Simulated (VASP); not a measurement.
# CdSe4 in VASP: a series of runs

The runs below take CdSe4 through single point, with PBE.

Program: VASP 6.6.1. These are calculated values, not measurements. Logs are shortened: lines on timing, memory, paths and dates and some standing lists are left out, and cuts for length are marked.

### 1 The cell of the first run

The typed cell holds 5 atoms: a = 5.526 Å, b = 5.526 Å, c = 5.526 Å, α = 109.47°, β = 109.47°, γ = 109.47°.

### 2 Single point, PBE

Contents of INCAR:

```
  PREC = Accurate
  ENCUT = 500
  EDIFF = 1E-6
  ISMEAR = 0
  SIGMA = 0.2
  LREAL = False
  LASPH = True
  NELM = 120
  ALGO = Normal
  ISIF = 2
  LWAVE = False
  LCHARG = True
  GGA = PE
  LELF = True
  LVHAR = True
  NBANDS = 26
  GGA_COMPAT = False
```

Contents of KPOINTS:

```
Automatic mesh
0
Gamma
  4 4 4
```

Contents of POSCAR:

```
CdSe4
1.0
   -3.1906223768      3.1906223768      3.1906223768
    3.1906223768     -3.1906223768      3.1906223768
    3.1906223768      3.1906223768     -3.1906223768
Cd Se
1 4
Direct
    0.0000000000      0.0000000000      0.0000000000
    0.0000000000      0.0000000000      0.5001538760
    0.0000000000      0.5001538760      0.0000000000
    0.5001538760      0.0000000000      0.0000000000
    0.4998461240      0.4998461240      0.4998461240
```

Potentials or basis: VASP PAW PBE potentials, release 64 (Cd, Se).

On the command line:

```bash
> cat potpaw_PBE.64/Cd/POTCAR potpaw_PBE.64/Se/POTCAR > POTCAR
> mpirun -np 1 vasp_std > vasp.out
```

OUTCAR:

```text
PREC = Accurate
   ENCUT = 500
   EDIFF = 1E-6
   ISMEAR = 0
   LREAL = False
   LASPH = True
   NELM = 120
   ISIF = 2
   GGA = PE

 ion  position               nearest neighbor table
   1  0.000  0.000  0.000-   2 2.76   3 2.76   4 2.76   5 2.76   3 2.76   2 2.76   4 2.76   5 2.76

   2  0.000  0.000  0.500-   1 2.76   1 2.76
   3  0.000  0.500  0.000-   1 2.76   1 2.76
   4  0.500  0.000  0.000-   1 2.76   1 2.76
   5  0.500  0.500  0.500-   1 2.76   1 2.76

  LATTYP: Found a body centered cubic cell.
 ALAT       =     6.3812447536

  Lattice vectors:

 A1 = (  -3.1906223768,   3.1906223768,   3.1906223768)
 A2 = (   3.1906223768,  -3.1906223768,   3.1906223768)
 A3 = (   3.1906223768,   3.1906223768,  -3.1906223768)

Analysis of symmetry for initial positions (statically):
=====================================================================
 Subroutine PRICEL returns:
 Original cell was already a primitive cell.

 Routine SETGRP: Setting up the symmetry group for a
 body centered cubic supercell.

 Subroutine GETGRP returns: Found 24 space group operations
 (whereof 24 operations were pure point group operations)
 out of a pool of 48 trial point group operations.

The static configuration has the point symmetry T_d .

Analysis of symmetry for dynamics (positions and initial velocities):
=====================================================================
 Subroutine PRICEL returns:
 Original cell was already a primitive cell.

 Routine SETGRP: Setting up the symmetry group for a
 body centered cubic supercell.

 Subroutine GETGRP returns: Found 24 space group operations
 (whereof 24 operations were pure point group operations)
 out of a pool of 48 trial point group operations.

The dynamic configuration has the point symmetry T_d .

 Subroutine INISYM returns: Found 24 space group operations
 (whereof 24 operations are pure point group operations),
 and found     1 'primitive' translations

----------------------------------------------------------------------------------------

                                     Primitive cell

  volume of cell :     129.9231

  direct lattice vectors                    reciprocal lattice vectors
    -3.190622377  3.190622377  3.190622377     0.000000000  0.156709238  0.156709238
     3.190622377 -3.190622377  3.190622377     0.156709238  0.000000000  0.156709238
     3.190622377  3.190622377 -3.190622377     0.156709238  0.156709238  0.000000000

[... 72 lines left out ...]
   EDIFF  = 0.1E-05   stopping-criterion for ELM
   LREAL  =      F    real-space projection
   EDIFFG = 0.1E-04   stopping-criterion for IOM
   NSW    =      0    number of steps for IOM
   IBRION =     -1    ionic relax: 0-MD 1-quasi-New 2-CG
   NFREE  =      0    steps in history (QN), initial steepest desc. (CG)
   ISIF   =      2    stress and relaxation
   ISYM   =      2    0-nonsym 1-usesym 2-fastsym
   POTIM  = 0.5000    time-step for ionic-motion
   TEBEG  =    0.0;   TEEND  =   0.0 temperature during run
   PSTRESS=    0.0 pullay stress
   NELECT =      36.0000    total number of electrons
   NUPDOWN=      -1.0000    fix difference up-down
   EMIN   =  10.00;   EMAX   =-10.00  energy-range for DOS
   EFERMI =   0.00;   METHOD = LEGACY
   ISMEAR =     0;   SIGMA  =   0.20  broadening in eV -4-tet -1-fermi 0-gaus
   EFERMI_NEDOS =   21; number of points for ismear=-14 and -15
   IALGO  =     38    algorithm
   IMIX   =      4    mixing-type and parameters
     AMIX     =   0.40;   BMIX     =  1.00
     AMIX_MAG =   1.60;   BMIX_MAG =  1.00
  volume/ion in A,a.u.               =      25.98       175.35
  Fermi-wavevector in a.u.,A,eV,Ry     =   1.067285  2.016876 15.498349  1.139097
  Thomas-Fermi vector in A             =   2.202896
   LORBIT       =      0    0 simple, 1 ext, 2 COOP (PROOUT), +10 PAW based schemes
   GGA     = PE    functional components
   LHFCALC =     F    Hartree Fock is set to
   AEXX    =    0.0000 exact exchange contribution
   IVDW    =     0    specifies the selected vdW correction
   LEPSILON=     F    determine dielectric tensor
   LRPA    =     F    only Hartree local field effects (RPA)
 non-spin polarized calculation
 Gauss-broadening in eV      SIGMA  =   0.20
  energy-cutoff  :      500.00
  volume of cell :      129.92
 maximum number of plane-waves:      3352
   NGX = 21   NGY = 21   NGZ = 21

 number of electron      35.9999988 magnetization

 Free energy of the ion-electron system (eV)
  ---------------------------------------------------
  ext. energy  EPLUGINS =         0.00000000
  ---------------------------------------------------
  free energy    TOTEN  =       -12.84455156 eV

  energy without entropy =      -12.77220333  energy(sigma->0) =      -12.80837744

 E-fermi :   2.5463     XC(G=0):  -9.3055

 val. band max:        2.5291368281   @ k =   0.5000   0.5000   0.2500
 cond. band min:       2.6489318084   @ k =   0.5000   0.5000   0.2500
 fundamental gap:      0.1197949803
 Fermi energy:         2.5462832514

 k-point     1 :       0.0000    0.0000    0.0000
  band No.  band energies     occupation
      1     -11.7514      2.00000
      2      -9.7332      2.00000
      3      -9.7332      2.00000
      4      -9.7332      2.00000
      5      -6.1078      2.00000
      6      -6.1078      2.00000
[... 221 lines left out ...]
     25       8.8855      0.00000
     26      10.7932      0.00000

------------------------ aborting loop because EDIFF is reached ----------------------------------------

  FORCE on cell =-STRESS in cart. coord.  units (eV):
  Direction    XX          YY          ZZ          XY          YZ          ZX
  --------------------------------------------------------------------------------------
  -------------------------------------------------------------------------------------
  Total        0.4368726      0.4368726      0.4368726      0.0000000     -0.0000000      0.0000000
  in kB        5.3874000      5.3874000      5.3874000      0.0000000     -0.0000000      0.0000000
  external PRESSURE =       5.3874000 kB  Pullay stress =       0.0000000 kB

 VOLUME and BASIS-vectors are now :
 -----------------------------------------------------------------------------
  energy-cutoff  :      500.00
  volume of cell :      129.92
      direct lattice vectors                 reciprocal lattice vectors
    -3.190622377  3.190622377  3.190622377     0.000000000  0.156709238  0.156709238
     3.190622377 -3.190622377  3.190622377     0.156709238  0.000000000  0.156709238
     3.190622377  3.190622377 -3.190622377     0.156709238  0.156709238  0.000000000

 POSITION                                       TOTAL-FORCE (eV/Angst)
 -----------------------------------------------------------------------------------
      0.00000      0.00000      0.00000         0.000000      0.000000      0.000000
      1.59580      1.59580     -1.59580        -0.003033     -0.003033      0.003033
      1.59580     -1.59580      1.59580        -0.003033      0.003033     -0.003033
     -1.59580      1.59580      1.59580         0.003033     -0.003033     -0.003033
      1.59482      1.59482      1.59482         0.003033      0.003033      0.003033
 -----------------------------------------------------------------------------------
    total drift:                               -0.000000     -0.000000     -0.000001

  FREE ENERGIE OF THE ION-ELECTRON SYSTEM (eV)
  ---------------------------------------------------
  free  energy   TOTEN  =       -12.8445515569 eV

  energy  without entropy=      -12.7722033256  energy(sigma->0) =      -12.80837744
```

OSZICAR:

```text
N       E                     dE             d eps       ncg     rms          rms(c)
DAV:   1     0.211789098980E+03    0.21179E+03   -0.15760E+04   416   0.117E+03
DAV:   2     0.802687400846E+00   -0.21099E+03   -0.20391E+03   506   0.252E+02
DAV:   3    -0.130415182321E+02   -0.13844E+02   -0.13749E+02   474   0.648E+01
DAV:   4    -0.131707431473E+02   -0.12922E+00   -0.12911E+00   492   0.659E+00
DAV:   5    -0.131717126357E+02   -0.96949E-03   -0.96922E-03   498   0.551E-01    0.841E+00
DAV:   6    -0.128678266661E+02    0.30389E+00   -0.72856E-01   490   0.920E+00    0.708E+00
DAV:   7    -0.128453302613E+02    0.22496E-01   -0.18997E-01   490   0.247E+00    0.302E+00
DAV:   8    -0.128446865126E+02    0.64375E-03   -0.24011E-02   470   0.153E+00    0.244E-01
DAV:   9    -0.128445700783E+02    0.11643E-03   -0.29930E-03   492   0.599E-01    0.627E-02
DAV:  10    -0.128445377666E+02    0.32312E-04   -0.35050E-04   460   0.194E-01    0.239E-02
DAV:  11    -0.128445595388E+02   -0.21772E-04   -0.12802E-04   476   0.100E-01    0.165E-02
DAV:  12    -0.128445518068E+02    0.77320E-05   -0.31001E-05   452   0.620E-02    0.567E-03
DAV:  13    -0.128445515569E+02    0.24985E-06   -0.31779E-06   426   0.104E-02
   1 F= -.12844552E+02 E0= -.12808377E+02  d E =-.723482E-01
```

stdout:

```text
POSCAR found type information on POSCAR CdSe
 POSCAR found :  2 types and       5 ions
 scaLAPACK will be used
 LDA part: xc-table for (Slater+PW92), standard interpolation
 POSCAR, INCAR and KPOINTS ok, starting setup
 FFT: planning ... GRIDC
 FFT: planning ... GRID_SOFT
 FFT: planning ... GRID
 WAVECAR not read
 entering main loop
```

It took 27 s on 1 thread of AMD EPYC 7R13 (Zen 3), shared host; peak memory 0.21 GiB.

What came out:

```
Free energy            : -12.8446 eV
Pressure               : 0.5 GPa
Largest force          : 0.005 eV/Å
Band gap on the k mesh : zero (bands 18 and 19 overlap by 2.73 eV)
```

Forces in eV/Å, atoms in the order of the input:
```
Cd   0.000  0.000  0.000
Se  -0.003 -0.003  0.003
Se  -0.003  0.003 -0.003
Se   0.003 -0.003 -0.003
Se   0.003  0.003  0.003
```

(Part 1 of 2 ends here.)

The gap in the log of VASP goes by the Fermi energy; the results here count the filled bands.